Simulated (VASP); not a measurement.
Here is a VASP 6.6.1 calculation.

File INCAR:

```
SYSTEM = BP
PREC     = Accurate       ! precision mode
ENCUT    = 520            ! plane-wave cutoff, eV
EDIFF    = 1E-6           ! SCF threshold, eV
ISMEAR   = 0              ! smearing method
SIGMA    = 0.01           ! smearing width, eV
LREAL    = .False.        ! projectors in reciprocal space
LASPH    = .True.         ! aspherical terms in the spheres
NELM     = 60             ! most SCF steps
ALGO     = Normal         ! electronic algorithm
ISIF     = 2              ! what is computed and relaxed
LWAVE    = .False.        ! write WAVECAR
LCHARG   = .True.         ! write CHGCAR
LELF     = .True.         ! ELF
LVHAR    = .True.       
NBANDS   = 11             ! bands
```

Contents of KPOINTS:

```
Automatic mesh
0
Gamma
  8 8 8
  0 0 0
```

POSCAR

```
BP
1.0
    2.2566092498      2.2566092498      0.0000000000
   -2.2566092498      2.2566092498      0.0000000000
    0.0000000000      2.2566092498      2.2397273751
B P
1 1
Direct
    0.0000000000      0.0000000000      0.0000000000
    0.7500000000      0.2500000000      0.5000000000
```

Potentials or basis: VASP PAW LDA potentials, release 64 (B, P).

Command:

```sh
$ cat potpaw_LDA.64/B/POTCAR potpaw_LDA.64/P/POTCAR > POTCAR
$ mpirun -np 1 vasp_std > vasp.out
```

(1) What does it give for the pressure?

(2) Estimate the band gap on the k mesh.

## Answers

(1) -1.4 GPa.

(2) 1.08 eV, indirect (least direct gap 3.34 eV).

Caveat: the cell differs from its parent crystal (in-plane strain +0.005, then relaxed in part).
